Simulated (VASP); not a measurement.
Write the native input for VASP 6.6.1 that does the following.

| Item | Value |
| --- | --- |
| Task | single point |
| Functional | LDA |
| Potentials or basis | VASP PAW LDA potentials, release 64 (Al) |
| Cutoff | 520 eV |
| k mesh | 11 × 11 × 3 |
| Occupations | fermi-dirac, width 0.05 eV |
| Spin | no spin polarisation |
| Dipole correction | no |
| Further INCAR settings | ALGO = Fast; EDIFF = 1e-06; NBANDS = 14 |

The structure of Al lies in POSCAR:

```
Al
1.0
    2.8081027812      0.0000000000      0.0000000000
   -1.4040513906      2.4318883449      0.0000000000
    0.0000000000      0.0000000000      9.1243402522
Al
4
Direct
    0.6666666667      0.3333333333      0.7500000000
    0.0000000000      0.0000000000      0.5000000000
    0.3333333333      0.6666666667      0.2500000000
    0.0000000000      0.0000000000      0.0000000000
```

One way to write it, as run:

INCAR

```
ALGO = Fast
EDIFF = 1E-6
ENCUT = 520
ISIF = 2
ISMEAR = -1
LASPH = T
LCHARG = F
LREAL = F
LWAVE = F
NBANDS = 14
NELM = 100
PREC = Accurate
SIGMA = 0.05
```

KPOINTS

```
k-points
0
Gamma
  11 11 3
```

Potentials or basis: VASP PAW LDA potentials, release 64 (Al).

Command:

```bash
$ cat potpaw_LDA.64/Al/POTCAR > POTCAR
$ mpirun -np 1 vasp_std > vasp.out
```

Results of the run:

```json
{
  "Pressure": "1.8 GPa",
  "Band gap on the k mesh": "zero (band 6 reaches 12.44 eV, above the bottom of band 7 at 6.44 eV)"
}
```

Wall time 20 s on 1 thread of Intel Xeon 6975P-C, with other jobs on the host, peak memory 0.16 GiB.
